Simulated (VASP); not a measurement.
Ti:

```
CELL_PARAMETERS angstrom
2.88978 0.00000 0.00000
-1.44489 2.50262 0.00000
0.00000 0.00000 4.58446
ATOMIC_POSITIONS crystal
Ti 0.66667 0.33333 0.75000
Ti 0.33333 0.66667 0.25000
```

This cell differs from its parent crystal: volume scaled by 0.94.

Base run:

- Program: VASP 6.6.1
- Functional: PBEsol
- Potentials or basis: VASP PAW PBE potentials, release 64 (Ti_sv)
- Cutoff: 520 eV
- k mesh: 10 × 10 × 6
- Occupations: fermi-dirac, width 0.05 eV
- Spin: no spin polarisation

Its results: band gap on the k mesh zero (band 12 reaches 9.51 eV, above the bottom of band 13 at 8.51 eV); pressure 0.6 GPa.

Question: The run is repeated on the same cell with these changes: dispersion from none to D3(BJ). What comes out?

Answer: Band gap on the k mesh zero (band 12 reaches 9.51 eV, above the bottom of band 13 at 8.51 eV); pressure -5.5 GPa.

Dispersion adds attraction, which lowers the pressure at fixed volume and, as a term added to the energy, leaves the levels alone.

Caveats: the PAW data sets were made with another functional, which shifts forces and pressure a little; pairwise dispersion overbinds metals, which lowers pressure and volume (some runs).
